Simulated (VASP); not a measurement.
Here is a VASP 6.6.1 calculation.

Contents of POSCAR:

```
PbS
1.0
    3.5790736024      0.0000000000      0.0000000000
    0.0000000000      3.5790736024      0.0000000000
    0.0000000000      0.0000000000      3.5790736024
Pb S
1 1
Direct
    0.0000000000      0.0000000000      0.0000000000
    0.5000000000      0.5000000000      0.5000000000
```

File INCAR.step1:

```
PREC = Accurate
ENCUT = 550
ISMEAR = -1
SIGMA = 0.05
LREAL = F
LASPH = T
NELM = 120
NBANDS = 17
GGA = PE
ALGO = Normal
EDIFF = 1E-5
LWAVE = T
LCHARG = F
GGA_COMPAT = F
```

Contents of INCAR.step2:

```
PREC = Accurate
ENCUT = 550
EDIFF = 1E-6
ISMEAR = -1
SIGMA = 0.05
LREAL = F
LASPH = T
NELM = 120
ALGO = Normal
ISIF = 2
LWAVE = F
LCHARG = T
METAGGA = R2SCAN
LMIXTAU = T
LELF = T
LVHAR = T
NBANDS = 17
ISTART = 1
GGA_COMPAT = F
```

Contents of KPOINTS:

```
Automatic mesh
0
Gamma
  7 7 7
```

Potentials or basis: VASP PAW PBE potentials, release 64 (Pb_d, S).

The run is started by

```console
$ cat potpaw_PBE.64/Pb_d/POTCAR potpaw_PBE.64/S/POTCAR > POTCAR
$ cp INCAR.step1 INCAR
$ mpirun -np 1 vasp_std > vasp.out
$ cp INCAR.step2 INCAR
$ mpirun -np 1 vasp_std > vasp.out
```

(1) Predict the pressure.

(2) Predict the band gap on the k mesh.

Answers

(1) 3.3 GPa.

(2) 0.14 eV, indirect (least direct gap 1.71 eV).

Caveat: the PAW data sets were made with another functional, which shifts forces and pressure a little; spin-orbit coupling is left out, which moves the levels of the heavy elements.
